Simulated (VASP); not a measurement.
Write the native input for VASP 6.6.1 that does the following.

| Quantity | Value |
| --- | --- |
| Task | single point |
| Functional | PBE |
| Potentials or basis | VASP PAW PBE potentials, release 64 (Pt, Se, S) |
| Cutoff | 520 eV |
| k mesh | 4 × 4 × 4 |
| Occupations | gaussian, width 0.1 eV |
| Spin | no spin polarisation |
| Dipole correction | no |
| Further INCAR settings | ALGO = Normal; EDIFF = 1e-06; NBANDS = 29 |

The structure of PtSeS4 lies in POSCAR:

```
PtSeS4
1.0
   -2.8828147360      2.8828147360      5.1244195301
    2.8828147360     -2.8828147360      5.1244195301
    2.8828147360      2.8828147360     -5.1244195301
Pt Se S
1 1 4
Direct
    0.5000000000      0.5000000000      0.0000000000
    0.0000000000      0.0000000000      0.0000000000
    0.1537064172      0.1537064172      0.5251027495
    0.8462935828      0.3713963323      0.0000000000
    0.3713963323      0.8462935828      0.0000000000
    0.6286036677      0.6286036677      0.4748972505
```

The cell was built from a structure type or drawn by symmetry, and may not be a known phase.

One way to write it, as run:

INCAR

```
SYSTEM = PtSeS4
PREC = Accurate
ENCUT = 520
EDIFF = 1E-6
ISMEAR = 0
SIGMA = 0.1
LREAL = .False.
LASPH = .True.
NELM = 60
ALGO = Normal
ISIF = 2
LWAVE = .False.
LCHARG = .False.
GGA = PE
NBANDS = 29
```

KPOINTS

```
regular mesh
0
Gamma
  4 4 4
  0 0 0
```

Potentials or basis: VASP PAW PBE potentials, release 64 (Pt, Se, S).

Command:

```bash
$ cat potpaw_PBE.64/Pt/POTCAR potpaw_PBE.64/Se/POTCAR potpaw_PBE.64/S/POTCAR > POTCAR
$ mpirun -np 1 vasp_std > vasp.out
```

It gave:

```json
{"Pressure": "-0.1 GPa", "Largest force": "0.030 eV/Å", "Band gap on the k mesh": "zero (bands 20 and 21 overlap by 0.17 eV)"}
```

Caveat: spin-orbit coupling is left out, which moves the levels of the heavy elements.

Wall time 83 s on 1 thread of Intel(R) Xeon(R) Platinum 8259CL CPU @ 2.50GHz (Skylake/Cascade Lake) (shared host), peak memory 0.37 GiB.
